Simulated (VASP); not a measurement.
# Al8H in VASP: further runs, part 2 of 3

VASP 6.6.1. Earlier steps stand in the parts before.

### 3 Single point, PBE

File INCAR:

```
SYSTEM = Al8H
ALGO = Normal
DIPOL = 0.5 0.5 0.292
EDIFF = 1E-6
ENCUT = 520
GGA = PE
IDIPOL = 3
ISIF = 2
ISMEAR = 0
LASPH = .TRUE.
LCHARG = .TRUE.
LDIPOL = .TRUE.
LELF = .TRUE.
LREAL = Auto
LVACPOTAV = .TRUE.
LVHAR = .TRUE.
LWAVE = .FALSE.
NBANDS = 40
NELM = 60
PREC = Accurate
SIGMA = 0.1
```

File KPOINTS:

```
k-points
0
G
  5 4 1
  0 0 0
```

File POSCAR:

```
Al8H
1.0
    5.7143028096      0.0000000000      0.0000000000
    0.0000000000      8.0812445328      0.0000000000
    0.0000000000      0.0000000000     22.2437981863
Al H
16 2
Direct
    0.2500000000      0.2500000000      0.1798254042
    0.2500000000      0.7500000000      0.1798254042
    0.7500000000      0.2500000000      0.1798254042
    0.7500000000      0.7500000000      0.1798254042
    0.0000000000      0.0000000000      0.2440489550
    0.0000000000      0.5000000000      0.2440489550
    0.5000000000      0.0000000000      0.2440489550
    0.5000000000      0.5000000000      0.2440489550
    0.2500000000      0.2500000000      0.3102692916
    0.2500000000      0.7500000000      0.3102692916
    0.7500000000      0.2500000000      0.3102692916
    0.7500000000      0.7500000000      0.3102692916
    0.0000000000      0.0000000000      0.3706110853
    0.0000000000      0.5000000000      0.3706110853
    0.5000000000      0.0000000000      0.3706110853
    0.5000000000      0.5000000000      0.3706110853
    0.7500000000     -0.0924981291      0.4196135079
    0.7500000000      0.0924981291      0.4196135079
```

Potentials or basis: VASP PAW PBE potentials, release 64 (Al, H).

Started as:

```sh
$ cat potpaw_PBE.64/Al/POTCAR potpaw_PBE.64/H/POTCAR > POTCAR
$ mpirun -np 1 vasp_std > vasp.out
```

OUTCAR:

```text
SYSTEM = Al8H
   EDIFF = 1E-6
   ENCUT = 520
   GGA = PE
   ISIF = 2
   ISMEAR = 0
   LASPH = .TRUE.
   LREAL = Auto
   NELM = 60
   PREC = Accurate

 ion  position               nearest neighbor table
   1  0.250  0.250  0.180-   3 2.86   3 2.86   6 2.86   7 2.86   8 2.86   5 2.86   9 2.90
   2  0.250  0.750  0.180-   4 2.86   4 2.86   6 2.86   7 2.86   8 2.86   5 2.86  10 2.90
   3  0.750  0.250  0.180-   1 2.86   1 2.86   6 2.86   7 2.86   8 2.86   5 2.86  11 2.90
   4  0.750  0.750  0.180-   2 2.86   2 2.86   6 2.86   7 2.86   8 2.86   5 2.86  12 2.90
   5  0.000  0.000  0.244-  13 2.82   7 2.86   7 2.86   4 2.86   1 2.86   2 2.86   3 2.86  11 2.88
                            12 2.88   9 2.88  10 2.88
[... 607 lines left out ...]

 VOLUME and BASIS-vectors are now :
 -----------------------------------------------------------------------------
  energy-cutoff  :      520.00
  volume of cell :     1027.19
      direct lattice vectors                 reciprocal lattice vectors
     5.714302810  0.000000000  0.000000000     0.174999476  0.000000000  0.000000000
     0.000000000  8.081244533  0.000000000     0.000000000  0.123743317  0.000000000
     0.000000000  0.000000000 22.243798186     0.000000000  0.000000000  0.044956351

 POSITION                                       TOTAL-FORCE (eV/Angst)
 -----------------------------------------------------------------------------------
      1.42858      2.02031      4.00000        -0.000000      0.033988      0.258244
      1.42858      6.06093      4.00000        -0.000000     -0.033988      0.258244
      4.28573      2.02031      4.00000        -0.000000     -0.050231      0.208645
      4.28573      6.06093      4.00000        -0.000000      0.050231      0.208645
      0.00000      0.00000      5.42858         0.225047      0.000000     -0.201339
      0.00000      4.04062      5.42858         0.108144      0.000000     -0.274314
[... 10 lines left out ...]
      4.28573      7.33374      9.33380        -0.000000     -0.770640     -0.725442
      4.28573      0.74750      9.33380        -0.000000      0.770640     -0.725442
 -----------------------------------------------------------------------------------
    total drift:                               -0.000000     -0.000000     -0.014977

  FREE ENERGIE OF THE ION-ELECTRON SYSTEM (eV)
  ---------------------------------------------------
  free  energy   TOTEN  =       -59.7544261160 eV

  energy  without entropy=      -59.7047656180  energy(sigma->0) =      -59.72959587

 vacuum level on the upper side and lower side of the slab         3.312         3.125
```

OSZICAR:

```text
N       E                     dE             d eps       ncg     rms          rms(c)
DAV:   1     0.187552177432E+03    0.18755E+03   -0.13879E+04   720   0.846E+02
DAV:   2    -0.477975871959E+02   -0.23535E+03   -0.22412E+03  1016   0.149E+02
DAV:   3    -0.623839352945E+02   -0.14586E+02   -0.14072E+02   952   0.373E+01
DAV:   4    -0.629487827187E+02   -0.56485E+00   -0.56293E+00  1096   0.839E+00
[... 16 lines left out ...]
DAV:  21    -0.597543999407E+02   -0.90508E-05   -0.12889E-06   728   0.240E-03    0.788E-04
DAV:  22    -0.597544129507E+02   -0.13010E-04   -0.52787E-07   712   0.163E-03    0.636E-04
DAV:  23    -0.597544211907E+02   -0.82400E-05   -0.30327E-07   672   0.130E-03    0.380E-04
DAV:  24    -0.597544256163E+02   -0.44255E-05   -0.20664E-07   648   0.103E-03    0.220E-04
DAV:  25    -0.597544261160E+02   -0.49973E-06   -0.34783E-08   560   0.577E-04
   1 F= -.59754426E+02 E0= -.59729596E+02  d E =-.496605E-01
```

stdout:

```text
POSCAR found type information on POSCAR AlH
 POSCAR found :  2 types and      18 ions
 scaLAPACK will be used
 LDA part: xc-table for (Slater+PW92), standard interpolation
 POSCAR, INCAR and KPOINTS ok, starting setup
 FFT: planning ... GRIDC
 FFT: planning ... GRID_SOFT
 FFT: planning ... GRID
 WAVECAR not read
 entering main loop
 -----------------------------------------------------------------------------
|                                                                             |
|           W    W    AA    RRRRR   N    N  II  N    N   GGGG   !!!           |
|           W    W   A  A   R    R  NN   N  II  NN   N  G    G  !!!           |
|           W    W  A    A  R    R  N N  N  II  N N  N  G       !!!           |
|           W WW W  AAAAAA  RRRRR   N  N N  II  N  N N  G  GGG   !            |
|           WW  WW  A    A  R   R   N   NN  II  N   NN  G    G                |
|           W    W  A    A  R    R  N    N  II  N    N   GGGG   !!!           |
|                                                                             |
|     Did not find any points to average over, which means that no vacuum     |
|     field-free region was found. Please increase the size of  your cell     |
|     in the dimension of the dipole correction to obtain accurate            |
|     workfunction values.                                                    |
|                                                                             |
 -----------------------------------------------------------------------------
```

It took 8.1 min on 1 thread of Intel Xeon 6975P-C (Granite Rapids), shared host; peak memory 0.89 GiB.

What came out:

```yaml
Free_energy: -59.7544 eV
Largest_force: 1.058 eV/Å
Band_gap_on_the_k_mesh: zero (bands 25 and 26 overlap by 0.35 eV)
```

Forces on the atoms (eV/Å):
```
Al   0.000  0.034  0.258
Al   0.000 -0.034  0.258
Al   0.000 -0.050  0.209
Al   0.000  0.050  0.209
Al   0.225  0.000 -0.201
Al   0.108  0.000 -0.274
Al  -0.225  0.000 -0.201
Al  -0.108  0.000 -0.274
Al   0.000  0.020 -0.083
Al   0.000 -0.020 -0.083
Al   0.000  0.016  0.142
Al   0.000 -0.016  0.142
Al  -0.026  0.000  0.661
Al  -0.104  0.000  0.014
Al   0.026  0.000  0.661
Al   0.104  0.000  0.014
H    0.000 -0.771 -0.725
H    0.000  0.771 -0.725
```

Levels at points of the mesh, in eV from the Fermi level:
```
           k point  band 23  band 24  band 25  band 26  band 27  band 28
(0.00, 0.00, 0.00)    -0.80    -0.60    -0.44    -0.25    -0.22     0.45
(0.00, 0.50, 0.00)    -0.94    -0.87    -0.33    -0.25     0.03     0.24
```

### 4 Single point, PBE

File INCAR:

```
SYSTEM = Al8H
PREC = Accurate
ENCUT = 520
EDIFF = 1E-6
ISMEAR = 0
SIGMA = 0.1
LREAL = Auto
LASPH = .TRUE.
NELM = 100
ALGO = Normal
ISIF = 2
LWAVE = .FALSE.
LCHARG = .FALSE.
LDIPOL = .TRUE.
IDIPOL = 3
DIPOL = 0.5 0.5 0.295
GGA = PE
NBANDS = 40
```

File KPOINTS:

```
Automatic mesh
0
G
  5 4 1
  0 0 0
```

Edit POSCAR of step 3 so:

```diff
@@ -24,3 +24,3 @@
     0.5000000000      0.5000000000      0.3706110853
-    0.7500000000     -0.0924981291      0.4196135079
-    0.7500000000      0.0924981291      0.4196135079
+    0.7500000000     -0.0924981291      0.4483855726
+    0.7500000000      0.0924981291      0.4483855726
```

Started as:

```sh
$ cat potpaw_PBE.64/Al/POTCAR potpaw_PBE.64/H/POTCAR > POTCAR
$ mpirun -np 1 vasp_std > vasp.out
```

Wall time 6.7 min (1 thread of Intel Xeon 6975P-C (Granite Rapids), shared host); peak memory 0.9 GiB.

Results (log left out):

```
Free energy            : -58.6789 eV
Largest force          : 1.474 eV/Å
Band gap on the k mesh : zero (bands 25 and 26 overlap by 0.40 eV)
```

Forces on the atoms (eV/Å):
```
Al   0.000  0.097  0.177
Al   0.000 -0.097  0.177
Al   0.000 -0.051  0.210
Al   0.000  0.051  0.210
Al   0.261  0.000 -0.292
Al   0.169  0.000 -0.227
Al  -0.261  0.000 -0.292
Al  -0.169  0.000 -0.227
Al   0.000 -0.002 -0.148
Al   0.000  0.002 -0.148
Al   0.000 -0.153  0.230
Al   0.000  0.153  0.230
Al  -0.101  0.000  0.617
Al  -0.037  0.000  0.013
Al   0.101  0.000  0.617
Al   0.037  0.000  0.013
H    0.000  1.355 -0.581
H    0.000 -1.355 -0.581
```

Levels at points of the mesh, in eV from the Fermi level:
| k point | band 22 | band 23 | band 24 | band 25 | band 26 | band 27 | band 28 | band 29 |
| --- | --- | --- | --- | --- | --- | --- | --- | --- |
| (0.00, 0.00, 0.00) | -0.88 | -0.75 | -0.74 | -0.45 | -0.15 | -0.04 | 0.06 | 0.48 |
| (0.00, 0.50, 0.00) | -0.90 | -0.86 | -0.83 | -0.33 | 0.01 | 0.17 | 0.27 | 0.30 |

### 5 Single point, PBE

File INCAR:

```
SYSTEM = Al8H
PREC = Accurate
ENCUT = 520
EDIFF = 1E-7
ISMEAR = 0
SIGMA = 0.1
LREAL = Auto
LASPH = .True.
NELM = 100
ALGO = Normal
ISIF = 2
LWAVE = .False.
LCHARG = .False.
LDIPOL = .True.
IDIPOL = 3
DIPOL = 0.5 0.5 0.289
GGA = PE
NBANDS = 40
```

File KPOINTS:

```
Automatic mesh
0
Gamma
  5 4 1
  0 0 0
```

Edit POSCAR of step 4 so:

```diff
@@ -24,3 +24,3 @@
     0.5000000000      0.5000000000      0.3706110853
-    0.7500000000     -0.0924981291      0.4483855726
-    0.7500000000      0.0924981291      0.4483855726
+    0.7500000000     -0.1382831562      0.3908414432
+    0.7500000000      0.1382831562      0.3908414432
```

Potentials or basis: VASP PAW PBE potentials, release 64 (Al, H).

Started as:

```sh
$ cat potpaw_PBE.64/Al/POTCAR potpaw_PBE.64/H/POTCAR > POTCAR
$ mpirun -np 1 vasp_std > vasp.out
```

OUTCAR:

```text
SYSTEM = Al8H
   PREC = Accurate
   ENCUT = 520
   EDIFF = 1E-7
   ISMEAR = 0
   LREAL = Auto
   LASPH = .True.
   NELM = 100
   ISIF = 2
   GGA = PE

 ion  position               nearest neighbor table
   1  0.250  0.250  0.180-   3 2.86   3 2.86   6 2.86   7 2.86   8 2.86   5 2.86   9 2.90
   2  0.250  0.750  0.180-   4 2.86   4 2.86   6 2.86   7 2.86   8 2.86   5 2.86  10 2.90
   3  0.750  0.250  0.180-   1 2.86   1 2.86   6 2.86   7 2.86   8 2.86   5 2.86  11 2.90
   4  0.750  0.750  0.180-   2 2.86   2 2.86   6 2.86   7 2.86   8 2.86   5 2.86  12 2.90
   5  0.000  0.000  0.244-  13 2.82   7 2.86   7 2.86   4 2.86   1 2.86   2 2.86   3 2.86  11 2.88
                            12 2.88   9 2.88  10 2.88
   6  0.000  0.500  0.244-  14 2.82   8 2.86   8 2.86   4 2.86   1 2.86   2 2.86   3 2.86  11 2.88
                            12 2.88   9 2.88  10 2.88
   7  0.500  0.000  0.244-  15 2.82   5 2.86   5 2.86   4 2.86   1 2.86   2 2.86   3 2.86  11 2.88
                            12 2.88   9 2.88  10 2.88
   8  0.500  0.500  0.244-  16 2.82   6 2.86   6 2.86   4 2.86   1 2.86   2 2.86   3 2.86  11 2.88
                            12 2.88   9 2.88  10 2.88
   9  0.250  0.250  0.310-  13 2.81  14 2.81  15 2.81  16 2.81  11 2.86  11 2.86   7 2.88   8 2.88
                             5 2.88   6 2.88   1 2.90
[... 590 lines left out ...]
------------------------ aborting loop because EDIFF is reached ----------------------------------------

 vacuum level on the upper side and lower side of the slab       (xc-potential included)        -0.093         0.031

  FORCE on cell =-STRESS in cart. coord.  units (eV):
  Direction    XX          YY          ZZ          XY          YZ          ZX
  --------------------------------------------------------------------------------------
  -------------------------------------------------------------------------------------
  Total      -10.6154824     -1.6694098     -1.7659215      0.0000000      0.0000000      0.0000000
  in kB      -16.5576947     -2.6038928     -2.7544287      0.0000000      0.0000000      0.0000000
  external PRESSURE =      -7.3053387 kB  Pullay stress =       0.0000000 kB

 VOLUME and BASIS-vectors are now :
 -----------------------------------------------------------------------------
  energy-cutoff  :      520.00
  volume of cell :     1027.19
      direct lattice vectors                 reciprocal lattice vectors
     5.714302810  0.000000000  0.000000000     0.174999476  0.000000000  0.000000000
     0.000000000  8.081244533  0.000000000     0.000000000  0.123743317  0.000000000
     0.000000000  0.000000000 22.243798186     0.000000000  0.000000000  0.044956351

 POSITION                                       TOTAL-FORCE (eV/Angst)
 -----------------------------------------------------------------------------------
      1.42858      2.02031      4.00000        -0.000000     -0.042432      0.283585
      1.42858      6.06093      4.00000         0.000000      0.042432      0.283585
      4.28573      2.02031      4.00000         0.000000     -0.015143      0.222618
      4.28573      6.06093      4.00000         0.000000      0.015143      0.222618
      0.00000      0.00000      5.42858         0.086302      0.000000     -0.091243
      0.00000      4.04062      5.42858        -0.018792      0.000000     -0.306305
[... 10 lines left out ...]
      4.28573      6.96374      8.69380         0.000000      0.050939     -0.013123
      4.28573      1.11750      8.69380         0.000000     -0.050939     -0.013123
 -----------------------------------------------------------------------------------
    total drift:                               -0.000000     -0.000000     -0.015531

  FREE ENERGIE OF THE ION-ELECTRON SYSTEM (eV)
  ---------------------------------------------------
  free  energy   TOTEN  =       -60.7727003466 eV

  energy  without entropy=      -60.7377705446  energy(sigma->0) =      -60.75523545

 vacuum level on the upper side and lower side of the slab         3.108         3.222
```

stdout:

```text
POSCAR found type information on POSCAR AlH
 POSCAR found :  2 types and      18 ions
 scaLAPACK will be used
 LDA part: xc-table for (Slater+PW92), standard interpolation
 POSCAR, INCAR and KPOINTS ok, starting setup
 FFT: planning ... GRIDC
 FFT: planning ... GRID_SOFT
 FFT: planning ... GRID
 WAVECAR not read
 entering main loop
```

Wall time 8.2 min (1 thread of Intel Xeon 6975P-C (Granite Rapids), shared host); peak memory 0.89 GiB.

What came out:

| Item | Value |
| --- | --- |
| Free energy | -60.7727 eV |
| Largest force | 0.609 eV/Å |
| Band gap on the k mesh | zero (bands 25 and 26 overlap by 0.43 eV) |

Forces on the atoms (eV/Å):
```
Al   0.000 -0.042  0.284
Al   0.000  0.042  0.284
Al   0.000 -0.015  0.223
Al   0.000  0.015  0.223
Al   0.086  0.000 -0.091
Al  -0.019  0.000 -0.306
Al  -0.086  0.000 -0.091
Al   0.019  0.000 -0.306
Al   0.000  0.019 -0.049
Al   0.000 -0.019 -0.049
Al   0.000  0.175 -0.077
Al   0.000 -0.175 -0.077
Al   0.605  0.000  0.063
Al  -0.068  0.000 -0.033
Al  -0.605  0.000  0.063
Al   0.068  0.000 -0.033
H    0.000  0.051 -0.013
H    0.000 -0.051 -0.013
```

Levels at points of the mesh, in eV from the Fermi level:
```
           k point  band 23  band 24  band 25  band 26  band 27  band 28
(0.00, 0.00, 0.00)    -0.87    -0.68    -0.41    -0.29    -0.26     0.60
(0.00, 0.50, 0.00)    -0.98    -0.91    -0.41    -0.27    -0.05     0.21
```

[end of part 2 of 3]
